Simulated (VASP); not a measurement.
Set up this calculation in VASP 6.6.1, as the native input.

| Item | Value |
| --- | --- |
| Task | single point |
| Functional | PBE |
| Potentials or basis | VASP PAW PBE potentials, release 64 (Al, B, O) |
| Cutoff | 520 eV |
| k mesh | 3 × 3 × 3 |
| Occupations | fermi-dirac, width 0.1 eV |
| Spin | no spin polarisation |
| Dipole correction | no |
| Further INCAR settings | ALGO = Normal; EDIFF = 1e-07; NBANDS = 38 |

The structure of Al2B2O7 lies in POSCAR:

```
Al2B2O7
1.0
    4.6672720000      0.9086390000      0.2373660000
   -0.5888820000      4.3731150000     -0.4929970000
   -0.0488520000     -0.3731120000      4.4527220000
Al B O
2 2 7
Direct
    0.6715000276      0.6901461436      0.1187594246
    0.4640850390      0.5336849739      0.6018716376
    0.9926124378      0.3875356304      0.5322296023
    0.0362744870      0.8695542335      0.6636588358
    0.3395232585      0.1248659739      0.3201112202
    0.7687880703      0.2417145423      0.8394270729
    0.0757089893      0.3435864066      0.0738679234
    0.3848437704      0.9747942255      0.8852202770
    0.0586610565      0.8900141703      0.0915168689
    0.5898251887      0.9848147552      0.5583989466
    0.7316576227      0.2046613502      0.2785095922
```

The input as run:

INCAR

```
PREC = Accurate ; ENCUT = 520
EDIFF = 1E-7 ; ISMEAR = -1
SIGMA = 0.1 ; LREAL = F
LASPH = T ; NELM = 100
ALGO = Normal ; ISIF = 2
LWAVE = F ; LCHARG = F
GGA = PE ; NBANDS = 38
```

KPOINTS

```
Automatic mesh
0
Gamma
  3 3 3
```

Potentials or basis: VASP PAW PBE potentials, release 64 (Al, B, O).

Command:

```sh
$ cat potpaw_PBE.64/Al/POTCAR potpaw_PBE.64/B/POTCAR potpaw_PBE.64/O/POTCAR > POTCAR
$ mpirun -np 1 vasp_std > vasp.out
```

Results of the run:

```json
{
  "Pressure": "22.3 GPa",
  "Largest force": "6.759 eV/Å",
  "Band gap on the k mesh": "zero (band 27 reaches 7.08 eV, above the bottom of band 28 at 6.74 eV)"
}
```

Caveat: the k points lie up to 0.48 Å⁻¹ apart.

Wall time 28 s on 1 thread of Intel(R) Xeon(R) 6975P-C (Granite Rapids) (shared host), peak memory 0.21 GiB.
